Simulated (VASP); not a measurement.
## WC: single point with r2SCAN

The system is WC.

```xyz
2
Lattice="2.9129 0.0000 0.0000 -1.4564 2.5226 0.0000 0.0000 0.0000 2.8362" Properties=species:S:1:pos:R:3 pbc="T T T"
W     0.0000    0.0000    0.0000
C     1.4564    0.8409    1.4181
```

* Program: VASP 6.6.1
* Task: single point
* Functional: r2SCAN
* Potentials or basis: VASP PAW PBE potentials, release 64 (W_sv, C)
* Cutoff: 520 eV
* k mesh: 21 × 21 × 20
* Occupations: gaussian, width 0.1 eV
* Spin: no spin polarisation

* Pressure: 1.7 GPa
* Band gap on the k mesh: zero (bands 9 and 10 overlap by 1.33 eV)

Stress tensor (GPa, compression positive):
```
1.61 0.00 0.00
0.00 1.61 0.00
0.00 0.00 1.85
```

Levels at points of the mesh, in eV from the Fermi level:
```csv
k point,band 5,band 6,band 7,band 8,band 9,band 10,band 11,band 12,band 13,band 14
"(0.00, 0.00, 0.00)",-15.20,-4.46,-3.48,-3.48,0.13,3.40,3.40,5.95,5.95,6.76
"(0.00, 0.00, 0.50)",-11.11,-8.98,-2.10,-2.10,-0.56,-0.56,3.85,4.83,4.83,10.55
```

Run time: 3.1 min on 1 thread of Intel(R) Xeon(R) 6975P-C (Granite Rapids), on a shared host, peak memory 0.29 GiB.

Caveat: the PAW data sets were made with another functional, which shifts forces and pressure a little; spin-orbit coupling is left out, which moves the levels of the heavy elements.
